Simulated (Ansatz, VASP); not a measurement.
# Ba in VASP and in Ansatz

File INCAR:

```
SYSTEM = Ba
ALGO = Normal
EDIFF = 1E-7
ENCUT = 520
GGA = PE
ISIF = 2
ISMEAR = -1
LASPH = .TRUE.
LCHARG = .FALSE.
LREAL = .FALSE.
LWAVE = .FALSE.
NBANDS = 11
NELM = 80
PREC = Accurate
SIGMA = 0.05
```

The input KPOINTS:

```
k-points
0
G
  13 13 13
  0 0 0
```

File POSCAR:

```
Ba
1.0
    3.9826436643      0.0000000000      0.0000000000
    0.0000000000      3.9826436643      0.0000000000
    0.0000000000      0.0000000000      3.9826436643
Ba
1
Direct
    0.0000000000      0.0000000000      0.0000000000
```

Input for Ansatz:

```yaml
crystal:
  lattice:
    - [3.9826436643, 0.0, 0.0]
    - [0.0, 3.9826436643, 0.0]
    - [0.0, 0.0, 3.9826436643]
  atoms:
    - { symbol: Ba, position: [0.0, 0.0, 0.0] }
kpoints:
  mp_grid: { grid: [13, 13, 13] }
scf:
  occupations: { method: fermi_dirac, width: 0.05 }
hamiltonian:
  xc: pbe
  pseudopotentials: { kind: all_electron, lapw: { basis_error: 0.00025 } }
output:
  forces: true
  stress: true
  eigenvalues: true
```

Change from the starting cell: volume scaled by 1.025.

Alike in both runs: task single point; functional PBE; k mesh 13 × 13 × 13; occupations fermi-dirac, width 0.05 eV; no spin polarisation.

|  | VASP | Ansatz |
| --- | --- | --- |
| version | VASP 6.6.1 | Ansatz 0.2.0 |
| potentials or method | VASP PAW PBE potentials, release 64 (Ba_sv), cutoff 520 eV | all-electron LAPW, scalar-relativistic |

VASP gave:

| Quantity | Value |
| --- | --- |
| pressure (GPa) | -0.1 |

Q: What did Ansatz give for the same quantities?

A: Pressure (GPa): -0.2.

Ansatz ran all-electron here, and VASP with PAW potentials.

Neither program's run includes spin-orbit coupling.
